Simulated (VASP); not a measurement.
# KI (Fm-3m) in VASP: single point with PBEsol

Aim: the single point of KI with PBEsol.

All numbers are computed with VASP 6.6.1; they aren't measurements. Logs are shortened: lines on timing, memory, paths and dates and some standing lists are left out, and cuts for length are marked.

### 1 The cell of the first run

The structure is cubic, space group Fm-3m (No. 225). Conventional cell: a = 7.066 Å, b = 7.066 Å, c = 7.066 Å, α = 90.00°, β = 90.00°, γ = 90.00°. Within 4.6 Å of K (site symmetry m-3m) lie 6 I at 3.53 Å. I (site symmetry m-3m) has 6 K at 3.53 Å within 4.6 Å.

### 2 Single point, PBEsol

INCAR reads:

```
SYSTEM = KI
ALGO = Normal
EDIFF = 1E-6
ENCUT = 520
GGA = PS
ISIF = 2
ISMEAR = 0
LASPH = .TRUE.
LCHARG = .TRUE.
LELF = .TRUE.
LREAL = .FALSE.
LVHAR = .TRUE.
LWAVE = .FALSE.
NBANDS = 15
NELM = 60
PREC = Accurate
SIGMA = 0.01
```

KPOINTS reads:

```
k-points
0
G
  3 3 3
  0 0 0
```

POSCAR reads:

```
KI
1.0
    0.0000000000      3.5327750000      3.5327750000
    3.5327750000      0.0000000000      3.5327750000
    3.5327750000      3.5327750000      0.0000000000
K I
1 1
Direct
    0.0000000000      0.0000000000      0.0000000000
    0.5000000000      0.5000000000      0.5000000000
```

Potentials or basis: VASP PAW PBE potentials, release 64 (K_sv, I).

Launch:

```sh
$ cat potpaw_PBE.64/K_sv/POTCAR potpaw_PBE.64/I/POTCAR > POTCAR
$ mpirun -np 1 vasp_std > vasp.out
```

OUTCAR:

```text
SYSTEM = KI
   EDIFF = 1E-6
   ENCUT = 520
   GGA = PS
   ISIF = 2
   ISMEAR = 0
   LASPH = .TRUE.
   LREAL = .FALSE.
   NELM = 60
   PREC = Accurate

 ion  position               nearest neighbor table
   1  0.000  0.000  0.000-   2 3.53   2 3.53   2 3.53   2 3.53   2 3.53   2 3.53
   2  0.500  0.500  0.500-   1 3.53   1 3.53   1 3.53   1 3.53   1 3.53   1 3.53

  LATTYP: Found a face centered cubic cell.
 ALAT       =     7.0655500000

  Lattice vectors:

 A1 = (   0.0000000000,   3.5327750000,   3.5327750000)
 A2 = (   3.5327750000,   0.0000000000,   3.5327750000)
 A3 = (   3.5327750000,   3.5327750000,   0.0000000000)

Analysis of symmetry for initial positions (statically):
=====================================================================
 Subroutine PRICEL returns:
 Original cell was already a primitive cell.

 Routine SETGRP: Setting up the symmetry group for a
 face centered cubic supercell.

 Subroutine GETGRP returns: Found 48 space group operations
 (whereof 48 operations were pure point group operations)
 out of a pool of 48 trial point group operations.

The static configuration has the point symmetry O_h .

Analysis of symmetry for dynamics (positions and initial velocities):
=====================================================================
 Subroutine PRICEL returns:
 Original cell was already a primitive cell.

 Routine SETGRP: Setting up the symmetry group for a
 face centered cubic supercell.

 Subroutine GETGRP returns: Found 48 space group operations
 (whereof 48 operations were pure point group operations)
 out of a pool of 48 trial point group operations.

The dynamic configuration has the point symmetry O_h .

 Subroutine INISYM returns: Found 48 space group operations
 (whereof 48 operations are pure point group operations),
 and found     1 'primitive' translations

----------------------------------------------------------------------------------------

                                     Primitive cell

  volume of cell :      88.1816

  direct lattice vectors                    reciprocal lattice vectors
     0.000000000  3.532775000  3.532775000    -0.141531799  0.141531799  0.141531799
     3.532775000  0.000000000  3.532775000     0.141531799 -0.141531799  0.141531799
     3.532775000  3.532775000  0.000000000     0.141531799  0.141531799 -0.141531799

  length of vectors
     4.996098318  4.996098318  4.996098318     0.245140266  0.245140266  0.245140266

  position of ions in fractional coordinates (direct lattice)
     0.000000000  0.000000000  0.000000000
     0.500000000  0.500000000  0.500000000

  ion indices of the primitive-cell ions
   primitive index   ion index
                 1           1
                 2           2

----------------------------------------------------------------------------------------

 KPOINTS: k-points

Automatic generation of k-mesh.
 Grid dimensions read from file:
 generate k-points for:    3    3    3

 Generating k-lattice:

  Cartesian coordinates                     Fractional coordinates (reciprocal lattice)
    -0.047177266  0.047177266  0.047177266     0.333333333  0.000000000  0.000000000
     0.047177266 -0.047177266  0.047177266     0.000000000  0.333333333  0.000000000
     0.047177266  0.047177266 -0.047177266     0.000000000  0.000000000  0.333333333

  Length of vectors
     0.081713422  0.081713422  0.081713422

  Shift w.r.t. Gamma in fractional coordinates (k-lattice)
     0.000000000  0.000000000  0.000000000

 Subroutine IBZKPT returns following result:
 ===========================================

 Found      4 irreducible k-points:

 Following reciprocal coordinates:
            Coordinates               Weight
  0.000000  0.000000  0.000000      1.000000
  0.333333  0.000000  0.000000      8.000000
  0.333333  0.333333  0.000000      6.000000
 -0.333333  0.333333  0.000000     12.000000
   k-points           NKPTS =      4   k-points in BZ     NKDIM =      4   number of bands    NBANDS=     15
   number of dos      NEDOS =    301   number of ions     NIONS =      2
   total plane-waves  NPLWV =  64000
   dimension x,y,z NGX =    40 NGY =   40 NGZ =   40
   dimension x,y,z NGXF=    80 NGYF=   80 NGZF=   80
   ions per type =               1   1
   NGX,Y,Z   is equivalent  to a cutoff of  13.31, 13.31, 13.31 a.u.
   NGXF,Y,Z  is equivalent  to a cutoff of  26.62, 26.62, 26.62 a.u.
 SYSTEM =  KI
   PREC   = accura    normal or accurate (medium, high low for compatibility)
   ISTART =      0    job   : 0-new  1-cont  2-samecut
   ICHARG =      2    charge: 1-file 2-atom 10-const
   ISPIN  =      1    spin polarized calculation?
   LNONCOLLINEAR =      F non collinear calculations
   LSORBIT =      F    spin-orbit coupling
   LASPH  =      T    aspherical Exc in radial PAW
   ENCUT  =  520.0 eV  38.22 Ry    6.18 a.u.   9.29  9.29  9.29*2*pi/ulx,y,z
   NELM   =     60;   NELMIN=  2; NELMDL= -5     # of ELM steps
   EDIFF  = 0.1E-05   stopping-criterion for ELM
   LREAL  =      F    real-space projection
   EDIFFG = 0.1E-04   stopping-criterion for IOM
   NSW    =      0    number of steps for IOM
   IBRION =     -1    ionic relax: 0-MD 1-quasi-New 2-CG
   NFREE  =      0    steps in history (QN), initial steepest desc. (CG)
   ISIF   =      2    stress and relaxation
   ISYM   =      2    0-nonsym 1-usesym 2-fastsym
   POTIM  = 0.5000    time-step for ionic-motion
   TEBEG  =    0.0;   TEEND  =   0.0 temperature during run
   PSTRESS=    0.0 pullay stress
   NELECT =      16.0000    total number of electrons
   NUPDOWN=      -1.0000    fix difference up-down
   EMIN   =  10.00;   EMAX   =-10.00  energy-range for DOS
   EFERMI =   0.00;   METHOD = LEGACY
   ISMEAR =     0;   SIGMA  =   0.01  broadening in eV -4-tet -1-fermi 0-gaus
   EFERMI_NEDOS =   21; number of points for ismear=-14 and -15
   IALGO  =     38    algorithm
   IMIX   =      4    mixing-type and parameters
     AMIX     =   0.40;   BMIX     =  1.00
     AMIX_MAG =   1.60;   BMIX_MAG =  1.00
  volume/ion in A,a.u.               =      44.09       297.54
  Fermi-wavevector in a.u.,A,eV,Ry     =   0.926806  1.751409 11.686988  0.858969
  Thomas-Fermi vector in A             =   2.052808
   LORBIT       =      0    0 simple, 1 ext, 2 COOP (PROOUT), +10 PAW based schemes
   GGA     = PS    functional components
   LHFCALC =     F    Hartree Fock is set to
   AEXX    =    0.0000 exact exchange contribution
   IVDW    =     0    specifies the selected vdW correction
   LEPSILON=     F    determine dielectric tensor
   LRPA    =     F    only Hartree local field effects (RPA)
 non-spin polarized calculation
 Gauss-broadening in eV      SIGMA  =   0.01
  energy-cutoff  :      520.00
  volume of cell :       88.18
 maximum number of plane-waves:      2421
 NGX is ok and might be reduce to    40
   NGX = 19   NGY = 19   NGZ = 19

 number of electron      15.9999999 magnetization

 Free energy of the ion-electron system (eV)
  ---------------------------------------------------
  ext. energy  EPLUGINS =         0.00000000
  ---------------------------------------------------
  free energy    TOTEN  =        -5.80407498 eV

  energy without entropy =       -5.80407498  energy(sigma->0) =       -5.80407498

 E-fermi :  -0.4434     XC(G=0):  -7.3385

 val. band max:       -0.4993384023   @ k =   0.0000   0.0000   0.0000
 cond. band min:       3.3095626967   @ k =   0.0000   0.0000   0.0000
 fundamental gap:      3.8089010990
 Fermi energy:        -0.4433529747

 k-point     1 :       0.0000    0.0000    0.0000
  band No.  band energies     occupation
      1     -28.8385      2.00000
      2     -12.3907      2.00000
      3     -12.3907      2.00000
      4     -12.3907      2.00000
      5     -11.0341      2.00000
      6      -0.4993      2.00000
      7      -0.4993      2.00000
      8      -0.4993      2.00000
      9       3.3096      0.00000
     10       5.9223      0.00000
     11       5.9223      0.00000
     12       5.9223      0.00000
     13       6.6615      0.00000
     14       6.6615      0.00000
     15       9.1001      0.00000

 k-point     2 :       0.3333    0.0000    0.0000
  band No.  band energies     occupation
      1     -28.8369      2.00000
      2     -12.5152      2.00000
      3     -12.3926      2.00000
      4     -12.3926      2.00000
      5     -10.8117      2.00000
      6      -1.5825      2.00000
      7      -0.7628      2.00000
      8      -0.7628      2.00000
      9       4.7097      0.00000
     10       6.4141      0.00000
     11       6.9223      0.00000
     12       6.9223      0.00000
     13       7.8146      0.00000
     14       7.8146      0.00000
     15       9.1200      0.00000

 k-point     3 :       0.3333    0.3333    0.0000
  band No.  band energies     occupation
      1     -28.8364      2.00000
      2     -12.4553      2.00000
      3     -12.4050      2.00000
      4     -12.4050      2.00000
      5     -10.8762      2.00000
      6      -1.4670      2.00000
      7      -0.7961      2.00000
      8      -0.7961      2.00000
      9       4.5942      0.00000
     10       5.0859      0.00000
     11       7.2898      0.00000
     12       7.4258      0.00000
     13       8.2265      0.00000
     14       8.2265      0.00000
     15       9.3804      0.00000

 k-point     4 :      -0.3333    0.3333    0.0000
  band No.  band energies     occupation
      1     -28.8359      2.00000
      2     -12.4812      2.00000
      3     -12.4244      2.00000
      4     -12.3998      2.00000
      5     -10.8041      2.00000
      6      -1.4365      2.00000
      7      -1.2713      2.00000
      8      -0.8854      2.00000
      9       5.3679      0.00000
     10       6.4186      0.00000
     11       6.5686      0.00000
     12       7.6263      0.00000
     13       7.9973      0.00000
     14       8.2328      0.00000
     15       9.5723      0.00000

------------------------ aborting loop because EDIFF is reached ----------------------------------------

  FORCE on cell =-STRESS in cart. coord.  units (eV):
  Direction    XX          YY          ZZ          XY          YZ          ZX
  --------------------------------------------------------------------------------------
  -------------------------------------------------------------------------------------
  Total       -0.1012106     -0.1012106     -0.1012106     -0.0000000     -0.0000000     -0.0000000
  in kB       -1.8389029     -1.8389029     -1.8389029     -0.0000000     -0.0000000     -0.0000000
  external PRESSURE =      -1.8389029 kB  Pullay stress =       0.0000000 kB

 VOLUME and BASIS-vectors are now :
 -----------------------------------------------------------------------------
  energy-cutoff  :      520.00
  volume of cell :       88.18
      direct lattice vectors                 reciprocal lattice vectors
     0.000000000  3.532775000  3.532775000    -0.141531799  0.141531799  0.141531799
     3.532775000  0.000000000  3.532775000     0.141531799 -0.141531799  0.141531799
     3.532775000  3.532775000  0.000000000     0.141531799  0.141531799 -0.141531799

 POSITION                                       TOTAL-FORCE (eV/Angst)
 -----------------------------------------------------------------------------------
      0.00000      0.00000      0.00000         0.000000     -0.000000     -0.000000
      3.53277      3.53277      3.53277        -0.000000      0.000000      0.000000
 -----------------------------------------------------------------------------------
    total drift:                                0.000000     -0.000000     -0.000000

  FREE ENERGIE OF THE ION-ELECTRON SYSTEM (eV)
  ---------------------------------------------------
  free  energy   TOTEN  =        -5.8040749757 eV

  energy  without entropy=       -5.8040749757  energy(sigma->0) =       -5.80407498
```

Wall time 7.5 s (1 thread of Intel Xeon Platinum 8375C at 2.90GHz (Ice Lake), shared host); peak memory 0.22 GiB.

What came out:

| Quantity | Value |
| --- | --- |
| Free energy | -5.8041 eV |
| Pressure | -0.2 GPa |
| Band gap on the k mesh | 3.81 eV, direct |

Caveat: the k points lie up to 0.51 Å⁻¹ apart; the PAW data sets were made with another functional, which shifts forces and pressure a little; spin-orbit coupling is left out, which moves the levels of the heavy elements.
